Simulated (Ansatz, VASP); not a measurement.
## Two plane-wave programs on MnSi

File INCAR:

```
PREC = Accurate
ENCUT = 520
EDIFF = 1E-8
ISMEAR = -1
SIGMA = 0.05
LREAL = False
LASPH = True
NELM = 150
ALGO = Normal
ISIF = 2
LWAVE = False
LCHARG = False
ISPIN = 2
MAGMOM = 4 0
LORBIT = 11
LMAXMIX = 4
GGA = PE
LEFG = True
NBANDS = 20
```

KPOINTS

```
regular mesh
0
Gamma
  10 10 10
```

Contents of POSCAR:

```
MnSi
1.0
   -0.1084087368      2.6560140516      2.6560140516
    2.6560140516     -0.1084087368      2.6560140516
    2.6560140516      2.6560140516     -0.1084087368
Mn Si
1 1
Direct
    0.0000000000      0.0000000000      0.0000000000
    0.2500000000      0.2500000000      0.2500000000
```

Input for Ansatz:

```yaml
crystal:
  lattice:
    - [-0.1084087368, 2.6560140516, 2.6560140516]
    - [2.6560140516, -0.1084087368, 2.6560140516]
    - [2.6560140516, 2.6560140516, -0.1084087368]
  atoms:
    - { symbol: Mn, position: [0.0, 0.0, 0.0], spin: 4.0 }
    - { symbol: Si, position: [0.25, 0.25, 0.25] }
magnetization:
  spin_polarized: true
kpoints:
  mp_grid: { grid: [10, 10, 10] }
scf:
  occupations: { method: fermi_dirac, width: 0.05 }
hamiltonian:
  xc: pbe
  pseudopotentials: { kind: paw }
output:
  forces: true
  stress: true
  eigenvalues: true
  efg: { contact_densities: true }
```

Change from the starting cell: equal xy, yz and zx shear strains of -4 %, PAW files.

Alike in both runs: task electric field gradients; functional PBE; k mesh 10 × 10 × 10; occupations fermi-dirac, width 0.05 eV; collinear spin.

|  | VASP | Ansatz |
| --- | --- | --- |
| version | VASP 6.6.1 | Ansatz 0.2.0 |
| potentials or method | VASP PAW PBE potentials, release 64 (Mn_pv, Si) | PAW with Ansatz's default frozen-core files, scalar-relativistic |
| plane-wave cutoff (eV) | 520 | 420 |
| valence electrons in the cell | 17 | 19 |

|  | VASP | Ansatz | Ansatz less VASP |
| --- | --- | --- | --- |
| pressure (GPa) | 0.4 | 0.4 | -0.01 |
| traceless stress, the component that is largest in VASP (GPa) | 2.02 | 2.01 | -0.007 |
| rms of the force components (eV/Å) | 0.488 | 0.486 | -0.0014 |
| net moment per atom (μB) | 1.29 | 1.29 | 0.000 |
| size of the moment on the site where the two differ most (μB) | 2.81 | 2.63 | -0.185 |
| size of Vzz on the site where it differs most (V/Å²) | 6.8 | 6.2 | -0.58 |

Site moments also hang on the region over which each program counts them. Atom by atom the forces differ by 0.001 eV/Å (rms over components). The functional is the same, so the differences come from potentials, cutoffs and numerics. VASP's potentials hold 17 valence electrons a cell and Ansatz's 19, so a difference there can come from the potentials and not from the codes.
